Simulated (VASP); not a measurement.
# Be (P6_3/mmc) in VASP: relaxation of cell and atoms with r2SCAN

Aim: the relaxation of cell and atoms of Be with r2SCAN.

Program: VASP 6.6.1. These are calculated values, not measurements. Logs are shortened: lines on timing, memory, paths and dates and some standing lists are left out, and cuts for length are marked.

### Step 1. The cell of the first run

It takes space group P6_3/mmc (No. 194, hexagonal). Conventional cell: a = 2.300 Å, b = 2.300 Å, c = 3.601 Å, α = 90.00°, β = 90.00°, γ = 120.00°. Be (site symmetry -6m2) has 12 Be at 2.24 to 2.30 Å within 3.0 Å.

### Step 2. Relaxation of cell and atoms, r2SCAN

Contents of POSCAR:

```
Be
1.0
    2.2995019849      0.0000000000      0.0000000000
   -1.1497509925      1.9914271350      0.0000000000
    0.0000000000      0.0000000000      3.6009000000
Be
2
Direct
    0.3333333333      0.6666666667      0.2500000000
    0.6666666667      0.3333333333      0.7500000000
```

Contents of INCAR.step1:

```
PREC = Accurate ; ENCUT = 600
ISMEAR = 0 ; SIGMA = 0.1
LREAL = False ; LASPH = True
NELM = 80 ; GGA = PE
ALGO = Normal ; EDIFF = 1E-4
LWAVE = True ; LCHARG = False
```

Contents of INCAR.step2:

```
PREC = Accurate ; ENCUT = 600
EDIFF = 1E-6 ; ISMEAR = 0
SIGMA = 0.1 ; LREAL = False
LASPH = True ; NELM = 80
ALGO = Normal ; ISIF = 3
LWAVE = False ; LCHARG = False
METAGGA = R2SCAN ; LMIXTAU = True
IBRION = 2 ; NSW = 100
EDIFFG = -0.005 ; ISTART = 1
```

Contents of KPOINTS:

```
Automatic mesh
0
Gamma
  21 21 12
```

Potentials or basis: VASP PAW PBE potentials, release 64 (Be).

The run is started by

```console
> cat potpaw_PBE.64/Be/POTCAR > POTCAR
> cp INCAR.step1 INCAR
> mpirun -np 1 vasp_std > vasp.out
> cp INCAR.step2 INCAR
> mpirun -np 1 vasp_std > vasp.out
```

OUTCAR:

```text
PREC = Accurate
   ENCUT = 600
   EDIFF = 1E-6
   ISMEAR = 0
   LREAL = False
   LASPH = True
   NELM = 80
   ISIF = 3
   METAGGA = R2SCAN
   IBRION = 2
   NSW = 100
   EDIFFG = -0.005
   ISTART = 1

 ion  position               nearest neighbor table
   1  0.333  0.667  0.250-   2 2.24   2 2.24   2 2.24   2 2.24   2 2.24   2 2.24
   2  0.667  0.333  0.750-   1 2.24   1 2.24   1 2.24   1 2.24   1 2.24   1 2.24

  LATTYP: Found a hexagonal cell.
 ALAT       =     2.2995019849
 C/A-ratio  =     1.5659477677

  Lattice vectors:

 A1 = (   2.2995019849,   0.0000000000,   0.0000000000)
 A2 = (  -1.1497509925,   1.9914271350,   0.0000000000)
 A3 = (   0.0000000000,   0.0000000000,   3.6009000000)

Analysis of symmetry for initial positions (statically):
=====================================================================
 Subroutine PRICEL returns:
 Original cell was already a primitive cell.

 Routine SETGRP: Setting up the symmetry group for a
 hexagonal supercell.

 Subroutine GETGRP returns: Found 24 space group operations
 (whereof 12 operations were pure point group operations)
 out of a pool of 24 trial point group operations.

The static configuration has the point symmetry D_3d.
 The point group associated with its full space group is D_6h.

Analysis of symmetry for dynamics (positions and initial velocities):
=====================================================================
 Subroutine PRICEL returns:
 Original cell was already a primitive cell.

 Routine SETGRP: Setting up the symmetry group for a
 hexagonal supercell.

 Subroutine GETGRP returns: Found 24 space group operations
 (whereof 12 operations were pure point group operations)
 out of a pool of 24 trial point group operations.

The dynamic configuration has the point symmetry D_3d.
 The point group associated with its full space group is D_6h.

 Subroutine INISYM returns: Found 24 space group operations
 (whereof 12 operations are pure point group operations),
 and found     1 'primitive' translations

----------------------------------------------------------------------------------------

                                     Primitive cell

  volume of cell :      16.4896

  direct lattice vectors                    reciprocal lattice vectors
     2.299501985  0.000000000  0.000000000     0.434876772  0.251076221  0.000000000
    -1.149750993  1.991427135  0.000000000     0.000000000  0.502152443  0.000000000
     0.000000000  0.000000000  3.600900000     0.000000000  0.000000000  0.277708351

  length of vectors
     2.299501985  2.299501985  3.600900000     0.502152443  0.502152443  0.277708351

  position of ions in fractional coordinates (direct lattice)
     0.333333333  0.666666667  0.250000000
     0.666666667  0.333333333  0.750000000

  ion indices of the primitive-cell ions
   primitive index   ion index
                 1           1
                 2           2

----------------------------------------------------------------------------------------

 KPOINTS: Automatic mesh

Automatic generation of k-mesh.
 Grid dimensions read from file:
 generate k-points for:   21   21   12

 Generating k-lattice:

  Cartesian coordinates                     Fractional coordinates (reciprocal lattice)
     0.020708418  0.011956011  0.000000000     0.047619048  0.000000000  0.000000000
     0.000000000  0.023912021  0.000000000     0.000000000  0.047619048  0.000000000
     0.000000000  0.000000000  0.023142363     0.000000000  0.000000000  0.083333333

  Length of vectors
     0.023912021  0.023912021  0.023142363

  Shift w.r.t. Gamma in fractional coordinates (k-lattice)
     0.000000000  0.000000000  0.000000000

 Subroutine IBZKPT returns following result:
 ===========================================

 Found    336 irreducible k-points:

 Following reciprocal coordinates:
            Coordinates               Weight
  0.000000  0.000000  0.000000      1.000000
  0.047619  0.000000  0.000000      6.000000
  0.095238  0.000000  0.000000      6.000000
  0.142857  0.000000  0.000000      6.000000
  0.190476  0.000000  0.000000      6.000000
  0.238095 -0.000000  0.000000      6.000000
[... 16 lines left out ...]
  0.142857  0.095238  0.000000     12.000000
  0.190476  0.095238  0.000000     12.000000
 [... further k-points ...]
   k-points           NKPTS =    336   k-points in BZ     NKDIM =    336   number of bands    NBANDS=      6
   number of dos      NEDOS =    301   number of ions     NIONS =      2
   total plane-waves  NPLWV =   9720
   dimension x,y,z NGX =    18 NGY =   18 NGZ =   30
   dimension x,y,z NGXF=    36 NGYF=   36 NGZF=   60
   ions per type =               2
   NGX,Y,Z   is equivalent  to a cutoff of  13.01, 13.01, 13.85 a.u.
   NGXF,Y,Z  is equivalent  to a cutoff of  26.03, 26.03, 27.70 a.u.
 SYSTEM =  unknown system
   PREC   = accura    normal or accurate (medium, high low for compatibility)
   ISTART =      1    job   : 0-new  1-cont  2-samecut
   ICHARG =      0    charge: 1-file 2-atom 10-const
   ISPIN  =      1    spin polarized calculation?
   LNONCOLLINEAR =      F non collinear calculations
   LSORBIT =      F    spin-orbit coupling
   LASPH  =      T    aspherical Exc in radial PAW
   ENCUT  =  600.0 eV  44.10 Ry    6.64 a.u.   4.59  4.59  7.19*2*pi/ulx,y,z
   NELM   =     80;   NELMIN=  2; NELMDL=  0     # of ELM steps
   EDIFF  = 0.1E-05   stopping-criterion for ELM
   LREAL  =      F    real-space projection
   EDIFFG = -.5E-02   stopping-criterion for IOM
   NSW    =    100    number of steps for IOM
   IBRION =      2    ionic relax: 0-MD 1-quasi-New 2-CG
   NFREE  =      1    steps in history (QN), initial steepest desc. (CG)
   ISIF   =      3    stress and relaxation
   ISYM   =      2    0-nonsym 1-usesym 2-fastsym
   POTIM  = 0.5000    time-step for ionic-motion
   TEBEG  =    0.0;   TEEND  =   0.0 temperature during run
   PSTRESS=    0.0 pullay stress
   NELECT =       4.0000    total number of electrons
   NUPDOWN=      -1.0000    fix difference up-down
   EMIN   =  10.00;   EMAX   =-10.00  energy-range for DOS
   EFERMI =   0.00;   METHOD = LEGACY
   ISMEAR =     0;   SIGMA  =   0.10  broadening in eV -4-tet -1-fermi 0-gaus
   EFERMI_NEDOS =   21; number of points for ismear=-14 and -15
   IALGO  =     38    algorithm
   IMIX   =      4    mixing-type and parameters
     AMIX     =   0.40;   BMIX     =  1.00
     AMIX_MAG =   1.60;   BMIX_MAG =  1.00
  volume/ion in A,a.u.               =       8.24        55.64
  Fermi-wavevector in a.u.,A,eV,Ry     =   1.020998  1.929407 14.183227  1.042438
  Thomas-Fermi vector in A             =   2.154599
   LORBIT       =      0    0 simple, 1 ext, 2 COOP (PROOUT), +10 PAW based schemes
   METAGGA = R2SCAN    functional components
   LHFCALC =     F    Hartree Fock is set to
   AEXX    =    0.0000 exact exchange contribution
   IVDW    =     0    specifies the selected vdW correction
   LEPSILON=     F    determine dielectric tensor
   LRPA    =     F    only Hartree local field effects (RPA)
 conjugate gradient relaxation of ions
 non-spin polarized calculation
 Gauss-broadening in eV      SIGMA  =   0.10
  energy-cutoff  :      600.00
  volume of cell :       16.49
 maximum number of plane-waves:       565
   NGX =  9   NGY =  9   NGZ = 15

--------------------------------------- Ionic step        1  -------------------------------------------

 number of electron       4.0000000 magnetization

 Free energy of the ion-electron system (eV)
  ---------------------------------------------------
  ext. energy  EPLUGINS =         0.00000000
  ---------------------------------------------------
  free energy    TOTEN  =        -8.66707847 eV

  energy without entropy =       -8.66540443  energy(sigma->0) =       -8.66624145

------------------------ aborting loop because EDIFF is reached ----------------------------------------

  FORCE on cell =-STRESS in cart. coord.  units (eV):
  Direction    XX          YY          ZZ          XY          YZ          ZX
  --------------------------------------------------------------------------------------
  -------------------------------------------------------------------------------------
  Total       -0.5479925     -0.5479925     -0.3347840      0.0000000      0.0000000     -0.0000000
  in kB      -53.2446446    -53.2446446    -32.5286502      0.0000000      0.0000000     -0.0000000
  external PRESSURE =     -46.3393131 kB  Pullay stress =       0.0000000 kB
[... 201 lines left out ...]
  energy  without entropy=       -8.6759851002  energy(sigma->0) =       -8.67674690

--------------------------------------- Ionic step        7  -------------------------------------------

 number of electron       4.0000000 magnetization

 Free energy of the ion-electron system (eV)
  ---------------------------------------------------
  ext. energy  EPLUGINS =         0.00000000
  ---------------------------------------------------
  free energy    TOTEN  =        -8.67751670 eV

  energy without entropy =       -8.67599595  energy(sigma->0) =       -8.67675632

 E-fermi :   7.1613     XC(G=0): -11.2561

 val. band max:        7.1490853345   @ k =   0.3333   0.2857   0.3333
 cond. band min:       7.1712294506   @ k =   0.3333   0.0476   0.0000
 fundamental gap:      0.0221441161
 Fermi energy:         7.1613384278

 k-point     1 :       0.0000    0.0000    0.0000
  band No.  band energies     occupation
      1      -5.1158      2.00000
      2       2.3450      2.00000
      3       8.1293      0.00000
      4      24.4834      0.00000
      5      24.4834      0.00000
      6      27.5000      0.00000

 k-point     2 :       0.0476    0.0000    0.0000
  band No.  band energies     occupation
      1      -5.0453      2.00000
      2       2.4360      2.00000
      3       8.1537      0.00000
      4      23.8510      0.00000
      5      24.0033      0.00000
      6      27.5065      0.00000
[... 190 lines left out ...]
 k-point    24 :       0.1905    0.0952    0.0000
  band No.  band energies     occupation
      1      -3.1376      2.00000
      2       4.8815      2.00000
      3       8.5598      0.00000
      4      15.8752      0.00000
      5      18.4047      0.00000
      6      24.5738      0.00000

 [... further k-points ...]

------------------------ aborting loop because EDIFF is reached ----------------------------------------

  FORCE on cell =-STRESS in cart. coord.  units (eV):
  Direction    XX          YY          ZZ          XY          YZ          ZX
  --------------------------------------------------------------------------------------
  -------------------------------------------------------------------------------------
  Total       -0.0018671     -0.0018671     -0.0010938      0.0000000      0.0000000     -0.0000000
  in kB       -0.1888983     -0.1888983     -0.1106629      0.0000000      0.0000000     -0.0000000
  external PRESSURE =      -0.1628198 kB  Pullay stress =       0.0000000 kB
[... 17 lines left out ...]
  FREE ENERGIE OF THE ION-ELECTRON SYSTEM (eV)
  ---------------------------------------------------
  free  energy   TOTEN  =        -8.6775167026 eV

  energy  without entropy=       -8.6759959452  energy(sigma->0) =       -8.67675632

 reached required accuracy - stopping structural energy minimisation
```

It took 7.8 min on 1 thread of Intel Xeon 8259CL, shared host; peak memory 0.16 GiB.

What came out:

* Free energy: -8.6775 eV
* Relaxed volume: 7.92 Å³/atom
* Relaxed cell: a = 2.263 Å, b = 2.263 Å, c = 3.571 Å, α = 90.00°, β = 90.00°, γ = 120.00°
* Space group after relaxing (to 0.1 Å): P6_3/mmc (No. 194)
* Energy gained by relaxing: 5.2 meV/atom
* Ionic steps: 7
* Pressure after relaxing: 0.0 GPa
* Band gap on the k mesh: zero (bands 2 and 3 overlap by 2.21 eV)

Step by step:
```tsv
step	energy change (eV)	largest force (eV/Å)	pressure (GPa)	volume (Å³)
1	0.0000	0.0000	-4.63	16.49
2	-0.0101	0.0000	-0.69	15.93
3	-0.0104	0.0000	0.14	15.83
4	-0.0104	0.0000	-0.08	15.85
5	-0.0104	0.0000	-0.13	15.85
6	-0.0104	0.0000	-0.13	15.85
7	-0.0104	0.0000	-0.02	15.84
```

Final structure:
```yaml
crystal:
  lattice:
    - [2.26274, 0.00000, 0.00000]
    - [-1.13137, 1.95959, 0.00000]
    - [0.00000, 0.00000, 3.57147]
  atoms:
    - { symbol: Be, position: [0.33333, 0.66667, 0.25000] }
    - { symbol: Be, position: [0.66667, 0.33333, 0.75000] }
```

Levels at points of the mesh, in eV from the Fermi level:
| k point | band 1 | band 2 | band 3 | band 4 | band 5 | band 6 |
| --- | --- | --- | --- | --- | --- | --- |
| (0.00, 0.00, 0.00) | -12.28 | -4.82 | 0.97 | 17.32 | 17.32 | 20.34 |
| (0.00, 0.00, 0.50) | -9.95 | -9.95 | 11.28 | 11.28 | 19.11 | 19.11 |

Caveat: the PAW data sets were made with another functional, which shifts forces and pressure a little.

The gap in the log of VASP goes by the Fermi energy; the results here count the filled bands.